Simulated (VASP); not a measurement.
# BAs (F-43m) in VASP: notebook

Aim: see how the results for BAs move with the level of theory and the settings. Levels: PBE0, PBEsol. Tasks: single point.

Everything below comes from runs of VASP 6.6.1. Logs are shortened: lines on timing, memory, paths and dates and some standing lists are left out, and cuts for length are marked.

### 1 The cell of the first run

It takes space group F-43m (No. 216, cubic). The conventional cell has a = 4.871 Å, b = 4.871 Å, c = 4.871 Å, α = 90.00°, β = 90.00°, γ = 90.00°. As (site symmetry -43m) has 4 B at 2.11 Å within 2.8 Å. B (site symmetry -43m) has 4 As at 2.11 Å within 2.8 Å.

### 2 Single point, PBE0

Contents of POSCAR:

```
BAs
1.0
    0.0000000000      2.4353452264      2.4353452264
    2.4353452264      0.0000000000      2.4353452264
    2.4353452264      2.4353452264      0.0000000000
As B
1 1
Direct
    0.7500000000      0.7500000000      0.7500000000
    0.0000000000      0.0000000000      0.0000000000
```

Contents of INCAR.step1:

```
PREC = Accurate
ENCUT = 520
EDIFF = 1E-5
ISMEAR = -1
SIGMA = 0.05
LREAL = False
LASPH = True
NELM = 60
ALGO = Normal
ISIF = 2
LWAVE = True
LCHARG = False
GGA = PE
NBANDS = 11
```

Contents of INCAR.step2:

```
PREC = Accurate
ENCUT = 520
EDIFF = 1E-7
ISMEAR = -1
SIGMA = 0.05
LREAL = False
LASPH = True
NELM = 60
ALGO = Normal
ISIF = 2
LWAVE = False
LCHARG = False
GGA = PE
LHFCALC = True
AEXX = 0.25
PRECFOCK = Normal
ISTART = 1
NBANDS = 11
```

Contents of KPOINTS:

```
Automatic mesh
0
Gamma
  5 5 5
```

Potentials or basis: VASP PAW PBE potentials, release 64 (As, B).

Started as:

```
> cat potpaw_PBE.64/As/POTCAR potpaw_PBE.64/B/POTCAR > POTCAR
> cp INCAR.step1 INCAR
> mpirun -np 1 vasp_std > vasp.out
> cp INCAR.step2 INCAR
> mpirun -np 1 vasp_std > vasp.out
```

OUTCAR:

```text
PREC = Accurate
   ENCUT = 520
   EDIFF = 1E-7
   ISMEAR = -1
   LREAL = False
   LASPH = True
   NELM = 60
   ISIF = 2
   GGA = PE
   LHFCALC = True
   AEXX = 0.25
   PRECFOCK = Normal
   ISTART = 1

 ion  position               nearest neighbor table
   1  0.750  0.750  0.750-   2 2.11   2 2.11   2 2.11   2 2.11
   2  0.000  0.000  0.000-   1 2.11   1 2.11   1 2.11   1 2.11

  LATTYP: Found a face centered cubic cell.
 ALAT       =     4.8706904528

  Lattice vectors:

 A1 = (   0.0000000000,   2.4353452264,   2.4353452264)
 A2 = (   2.4353452264,   0.0000000000,   2.4353452264)
 A3 = (   2.4353452264,   2.4353452264,   0.0000000000)

Analysis of symmetry for initial positions (statically):
=====================================================================
 Subroutine PRICEL returns:
 Original cell was already a primitive cell.

 Routine SETGRP: Setting up the symmetry group for a
 face centered cubic supercell.

 Subroutine GETGRP returns: Found 24 space group operations
 (whereof 24 operations were pure point group operations)
 out of a pool of 48 trial point group operations.

The static configuration has the point symmetry T_d .

Analysis of symmetry for dynamics (positions and initial velocities):
=====================================================================
 Subroutine PRICEL returns:
 Original cell was already a primitive cell.

 Routine SETGRP: Setting up the symmetry group for a
 face centered cubic supercell.

 Subroutine GETGRP returns: Found 24 space group operations
 (whereof 24 operations were pure point group operations)
 out of a pool of 48 trial point group operations.

The dynamic configuration has the point symmetry T_d .

 Subroutine INISYM returns: Found 24 space group operations
 (whereof 24 operations are pure point group operations),
 and found     1 'primitive' translations

----------------------------------------------------------------------------------------

                                     Primitive cell

  volume of cell :      28.8876

  direct lattice vectors                    reciprocal lattice vectors
     0.000000000  2.435345226  2.435345226    -0.205309701  0.205309701  0.205309701
     2.435345226  0.000000000  2.435345226     0.205309701 -0.205309701  0.205309701
     2.435345226  2.435345226  0.000000000     0.205309701  0.205309701 -0.205309701

  length of vectors
     3.444098248  3.444098248  3.444098248     0.355606833  0.355606833  0.355606833

[... 80 lines left out ...]
   ISMEAR =    -1;   SIGMA  =   0.05  broadening in eV -4-tet -1-fermi 0-gaus
   EFERMI_NEDOS =   21; number of points for ismear=-14 and -15
   IALGO  =     38    algorithm
   IMIX   =      1    mixing-type and parameters
     AMIX     =   0.40;   BMIX     =  1.00
     AMIX_MAG =   1.60;   BMIX_MAG =  1.00
  volume/ion in A,a.u.               =      14.44        97.47
  Fermi-wavevector in a.u.,A,eV,Ry     =   1.067090  2.016507 15.492690  1.138681
  Thomas-Fermi vector in A             =   2.202695
   LORBIT       =      0    0 simple, 1 ext, 2 COOP (PROOUT), +10 PAW based schemes
   GGA     = PE    functional components
   LHFCALC =     T    Hartree Fock is set to
   PRECFOCK=normal    Normal, Fast or Accurate (Low or Medium for compatibility)
   ENCUT4O =  -1.0   cutoff for four orbital integrals eV
   NKREDX  =     1    reduce k-point grid by
   NKREDY  =     1    reduce k-point grid by
   NKREDZ  =     1    reduce k-point grid by
   AEXX    =    0.2500 exact exchange contribution
   HFSCREEN=    0.0000 screening length (either q_TF or 0.3 A-1)
   HFSCREENC=   0.0000 screening length for correlation (either q_TF or 0.3 A-1)
   ENCUTFOCK=  -1.0 apply spherical cutoff to Coloumb kernel
   IVDW    =     0    specifies the selected vdW correction
   LEPSILON=     F    determine dielectric tensor
   LRPA    =     F    only Hartree local field effects (RPA)
 non-spin polarized calculation
  energy-cutoff  :      520.00
  volume of cell :       28.89
 maximum number of plane-waves:       794
 NGX is ok and might be reduce to    28
  NGX = 20; NGY = 20; NGZ = 20

 number of electron       7.9999999 magnetization

 Free energy of the ion-electron system (eV)
  ---------------------------------------------------
  ext. energy  EPLUGINS =         0.00000000
  ---------------------------------------------------
  free energy    TOTEN  =       -14.10470571 eV

  energy without entropy =      -14.10470571  energy(sigma->0) =      -14.10470571

 E-fermi :   5.8299     XC(G=0):  -8.1652

 val. band max:        4.7270035614   @ k =   0.0000   0.0000   0.0000
 cond. band min:       7.3529503177   @ k =   0.4000   0.4000   0.0000
 fundamental gap:      2.6259467562
 Fermi energy:         5.8299435510

 k-point     1 :       0.0000    0.0000    0.0000
  band No.  band energies     occupation
      1     -11.7353      2.00000
      2       4.7270      2.00000
      3       4.7270      2.00000
      4       4.7270      2.00000
      5       9.5022      0.00000
      6       9.5022      0.00000
      7       9.5022      0.00000
      8      10.5690      0.00000
      9      15.7931      0.00000
     10      19.2929      0.00000
     11      19.2929      0.00000
[... 113 lines left out ...]
 k-point    10 :      -0.4000    0.4000    0.2000
  band No.  band energies     occupation
      1      -7.8614      2.00000
      2      -3.5339      2.00000
      3      -0.9099      2.00000
      4       0.4659      2.00000
      5      10.7234      0.00000
      6      11.6149      0.00000
      7      12.3418      0.00000
      8      16.0812      0.00000
      9      17.5235      0.00000
     10      20.5022      0.00000
     11      22.9487      0.00000

------------------------ aborting loop because EDIFF is reached ----------------------------------------

  FORCE on cell =-STRESS in cart. coord.  units (eV):
  Direction    XX          YY          ZZ          XY          YZ          ZX
  --------------------------------------------------------------------------------------
  -------------------------------------------------------------------------------------
  Total       -1.4693622     -1.4693622     -1.4693622     -0.0000000     -0.0000000     -0.0000000
  in kB      -81.4944163    -81.4944163    -81.4944163     -0.0000000     -0.0000000     -0.0000000
  external PRESSURE =     -81.4944163 kB  Pullay stress =       0.0000000 kB

 VOLUME and BASIS-vectors are now :
 -----------------------------------------------------------------------------
  energy-cutoff  :      520.00
  volume of cell :       28.89
      direct lattice vectors                 reciprocal lattice vectors
     0.000000000  2.435345226  2.435345226    -0.205309701  0.205309701  0.205309701
     2.435345226  0.000000000  2.435345226     0.205309701 -0.205309701  0.205309701
     2.435345226  2.435345226  0.000000000     0.205309701  0.205309701 -0.205309701

 POSITION                                       TOTAL-FORCE (eV/Angst)
 -----------------------------------------------------------------------------------
      3.65302      3.65302      3.65302         0.000000      0.000000      0.000000
      0.00000      0.00000      0.00000        -0.000000     -0.000000     -0.000000
 -----------------------------------------------------------------------------------
    total drift:                                0.000000      0.000000      0.000000

  FREE ENERGIE OF THE ION-ELECTRON SYSTEM (eV)
  ---------------------------------------------------
  free  energy   TOTEN  =       -14.1047057143 eV

  energy  without entropy=      -14.1047057143  energy(sigma->0) =      -14.10470571
```

OUTCAR.step1:

```text
PREC = Accurate
   ENCUT = 520
   EDIFF = 1E-5
   ISMEAR = -1
   LREAL = False
[... 345 lines left out ...]
      3.65302      3.65302      3.65302        -0.000000     -0.000000     -0.000000
      0.00000      0.00000      0.00000         0.000000      0.000000      0.000000
 -----------------------------------------------------------------------------------
    total drift:                                0.000000      0.000000      0.000000

  FREE ENERGIE OF THE ION-ELECTRON SYSTEM (eV)
  ---------------------------------------------------
  free  energy   TOTEN  =       -11.3466148602 eV

  energy  without entropy=      -11.3466144435  energy(sigma->0) =      -11.34661465
```

Run time: 5.4 min. Hardware: 1 thread of Intel Xeon 8259CL, shared host; peak memory 0.17 GiB.

Results:

```yaml
Free_energy: -14.1047 eV
Pressure: -8.1 GPa
Band_gap_on_the_k_mesh: 2.63 eV (least direct gap 4.78 eV)
```

Caveat: the k points lie up to 0.45 Å⁻¹ apart; the PAW data sets were made with another functional, which shifts forces and pressure a little; an odd mesh through Γ misses points on the zone boundary, where band edges can lie.

### 3 Single point, PBEsol

This run uses another cell than the first one, of 12.10 Å³/atom.

Contents of INCAR:

```
SYSTEM = BAs
PREC = Accurate ; ENCUT = 520
EDIFF = 1E-6 ; ISMEAR = -1
SIGMA = 0.05 ; LREAL = .FALSE.
LASPH = .TRUE. ; NELM = 80
ALGO = Normal ; ISIF = 2
LWAVE = .FALSE. ; LCHARG = .FALSE.
GGA = PS ; NBANDS = 11
```

Contents of KPOINTS:

```
Automatic mesh
0
G
  10 10 10
  0 0 0
```

Contents of POSCAR:

```
BAs
1.0
    0.0000000000      2.2955918700      2.2955918700
    2.2955918700      0.0000000000      2.2955918700
    2.2955918700      2.2955918700      0.0000000000
As B
1 1
Direct
    0.7500000000      0.7500000000      0.7500000000
    0.0000000000      0.0000000000      0.0000000000
```

Potentials or basis: VASP PAW PBE potentials, release 64 (As, B).

Started as:

```
> cat potpaw_PBE.64/As/POTCAR potpaw_PBE.64/B/POTCAR > POTCAR
> mpirun -np 1 vasp_std > vasp.out
```

It took 13 s on 1 thread of Intel Xeon Platinum 8259CL at 2.50GHz (Skylake/Cascade Lake), shared host; peak memory 0.14 GiB.

Results (log left out):

| Property | Result |
| --- | --- |
| Free energy | -12.0173 eV |
| Pressure | 21.4 GPa |
| Band gap on the k mesh | 0.95 eV (least direct gap 3.40 eV) |

Levels at points of the mesh, in eV from the valence-band top:
```csv
k point,band 1,band 2,band 3,band 4,band 5,band 6,band 7,band 8
"(0.00, 0.00, 0.00)",-16.58,0.00,0.00,0.00,3.40,3.40,3.40,6.23
"(0.50, 0.00, 0.00)",-13.24,-9.76,-2.04,-2.04,3.39,4.86,4.86,8.90
"(0.50, 0.50, 0.00)",-11.74,-9.23,-4.63,-4.63,1.17,1.20,12.52,12.52
```

Caveat: the cell stands under pressure; the PAW data sets were made with another functional, which shifts forces and pressure a little.

### 4 Single point, PBEsol

This run uses another cell than the first one, of 11.59 Å³/atom.

Contents of INCAR:

```
SYSTEM = BAs
ALGO = Normal
EDIFF = 1E-6
ENCUT = 520
GGA = PS
ISIF = 2
ISMEAR = -1
LASPH = .True.
LCHARG = .False.
LREAL = .False.
LWAVE = .False.
NBANDS = 11
NELM = 60
PREC = Accurate
SIGMA = 0.05
```

Contents of KPOINTS:

```
k-points
0
Gamma
  10 10 10
  0 0 0
```

Contents of POSCAR:

```
BAs
1.0
    0.0000000000      2.2630882612      2.2630882612
    2.2630882612      0.0000000000      2.2630882612
    2.2630882612      2.2630882612      0.0000000000
As B
1 1
Direct
    0.7500000000      0.7500000000      0.7500000000
    0.0000000000      0.0000000000      0.0000000000
```

Potentials or basis: VASP PAW PBE potentials, release 64 (As, B).

Started as:

```
> cat potpaw_PBE.64/As/POTCAR potpaw_PBE.64/B/POTCAR > POTCAR
> mpirun -np 1 vasp_std > vasp.out
```

OUTCAR:

```text
SYSTEM = BAs
   EDIFF = 1E-6
   ENCUT = 520
   GGA = PS
   ISIF = 2
   ISMEAR = -1
   LASPH = .True.
   LREAL = .False.
   NELM = 60
   PREC = Accurate

 ion  position               nearest neighbor table
   1  0.750  0.750  0.750-   2 1.96   2 1.96   2 1.96   2 1.96
   2  0.000  0.000  0.000-   1 1.96   1 1.96   1 1.96   1 1.96

  LATTYP: Found a face centered cubic cell.
 ALAT       =     4.5261765224

  Lattice vectors:

 A1 = (   0.0000000000,   2.2630882612,   2.2630882612)
 A2 = (   2.2630882612,   0.0000000000,   2.2630882612)
 A3 = (   2.2630882612,   2.2630882612,   0.0000000000)

[... 511 lines left out ...]
      8      18.0917      0.00000
      9      21.4234      0.00000
     10      24.9231      0.00000
     11      25.8765      0.00000

 [... further k-points ...]
[... 5 lines left out ...]
  --------------------------------------------------------------------------------------
  -------------------------------------------------------------------------------------
  Total        4.5919350      4.5919350      4.5919350      0.0000000      0.0000000      0.0000000
  in kB      317.3743609    317.3743609    317.3743609      0.0000000      0.0000000      0.0000000
  external PRESSURE =     317.3743609 kB  Pullay stress =       0.0000000 kB

 VOLUME and BASIS-vectors are now :
 -----------------------------------------------------------------------------
  energy-cutoff  :      520.00
  volume of cell :       23.18
      direct lattice vectors                 reciprocal lattice vectors
     0.000000000  2.263088261  2.263088261    -0.220937030  0.220937030  0.220937030
     2.263088261  0.000000000  2.263088261     0.220937030 -0.220937030  0.220937030
     2.263088261  2.263088261  0.000000000     0.220937030  0.220937030 -0.220937030

 POSITION                                       TOTAL-FORCE (eV/Angst)
 -----------------------------------------------------------------------------------
      3.39463      3.39463      3.39463        -0.000000      0.000000      0.000000
      0.00000      0.00000      0.00000         0.000000     -0.000000     -0.000000
 -----------------------------------------------------------------------------------
    total drift:                               -0.000000     -0.000000     -0.000000

  FREE ENERGIE OF THE ION-ELECTRON SYSTEM (eV)
  ---------------------------------------------------
  free  energy   TOTEN  =       -11.8498651915 eV

  energy  without entropy=      -11.8498641686  energy(sigma->0) =      -11.84986468
```

stdout:

```text
POSCAR found type information on POSCAR AsB
 POSCAR found :  2 types and       2 ions
 scaLAPACK will be used
 -----------------------------------------------------------------------------
|                                                                             |
|                                                                             |
|     You enforced a specific xc type in the INCAR file but a different       |
|     I HOPE YOU KNOW WHAT YOU ARE DOING!                                     |
|                                                                             |
 -----------------------------------------------------------------------------

 LDA part: xc-table for (Slater+PW92), standard interpolation
 POSCAR, INCAR and KPOINTS ok, starting setup
 FFT: planning ... GRIDC
 FFT: planning ... GRID_SOFT
 FFT: planning ... GRID
 WAVECAR not read
 entering main loop
```

It took 14 s on 1 thread of Intel Xeon Platinum 8259CL at 2.50GHz (Skylake/Cascade Lake), shared host; peak memory 0.14 GiB.

Results:

| Item | Value |
| --- | --- |
| Free energy | -11.8499 eV |
| Pressure | 31.7 GPa |
| Band gap on the k mesh | 0.90 eV (least direct gap 3.47 eV) |

Caveat: the cell stands under pressure; the PAW data sets were made with another functional, which shifts forces and pressure a little.

### 5 Summary

```tsv
level	cell	k mesh	grid for exact exchange (PRECFOCK)	share of exact exchange	gap on the mesh (eV)	pressure (GPa)
PBE0	a = 3.444 Å, angles 60.0°, 2 atoms	5 × 5 × 5	Normal	0.25	2.63	-8.1
PBEsol	a = 3.246 Å, angles 60.0°, 2 atoms	10 × 10 × 10	-	-	0.95	21.4
PBEsol	a = 3.200 Å, angles 60.0°, 2 atoms	10 × 10 × 10	-	-	0.90	31.7
```

Alike in all rows: task single point; potentials or basis VASP PAW PBE potentials, release 64 (As, B); no spin polarisation; cutoff (eV) 520; smearing fermi-dirac 0.05 eV.

Caveats: some runs use coarse meshes; the PAW data sets were made with another functional, which shifts forces and pressure a little; the cell stands under pressure (at least some runs); an odd mesh through Γ misses points on the zone boundary, where band edges can lie (at least some runs).

Absolute energies hang on the potentials; compare differences alone.
